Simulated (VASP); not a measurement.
A run of VASP 6.6.1:

The input POSCAR:

```
GaN
1.0
    5.2303800000      0.0000000000      0.0000000000
   -2.6151900000      4.5296400000      0.0000000000
    0.0000000000      0.0000000000      3.3901000000
Ga N
1 1
Direct
    0.0000000000      0.0000000000      0.5000000000
    0.0000000000      0.0000000000      0.0000000000
```

Contents of INCAR.step1:

```
ALGO = Normal
EDIFF = 1E-5
ENCUT = 520
GGA = PE
ISIF = 2
ISMEAR = -1
LASPH = True
LCHARG = False
LREAL = False
LWAVE = True
NBANDS = 16
NELM = 100
PREC = Accurate
SIGMA = 0.05
```

File INCAR.step2:

```
AEXX = 1.0
AGGAC = 0.0
ALDAC = 0.0
ALGO = Normal
EDIFF = 1E-7
ENCUT = 520
GGA = PE
ISIF = 2
ISMEAR = -1
ISTART = 1
LASPH = True
LCHARG = False
LHFCALC = True
LREAL = False
LWAVE = False
NBANDS = 16
NELM = 100
PREC = Accurate
PRECFOCK = Normal
SIGMA = 0.05
```

File KPOINTS:

```
k-points
0
Gamma
  3 3 4
```

Potentials or basis: VASP PAW PBE potentials, release 64 (Ga_d, N).

Launch:

```bash
$ cat potpaw_PBE.64/Ga_d/POTCAR potpaw_PBE.64/N/POTCAR > POTCAR
$ cp INCAR.step1 INCAR
$ mpirun -np 1 vasp_std > vasp.out
$ cp INCAR.step2 INCAR
$ mpirun -np 1 vasp_std > vasp.out
```

Hardware: 1 thread of Intel(R) Xeon(R) Platinum 8559C (Emerald Rapids) (shared host).

Q: How long does it take, and how much memory?

A: Wall time 7.5 min on 1 thread of Intel(R) Xeon(R) Platinum 8559C (Emerald Rapids), on a shared host, peak memory 0.21 GiB. Counts: k points 9.
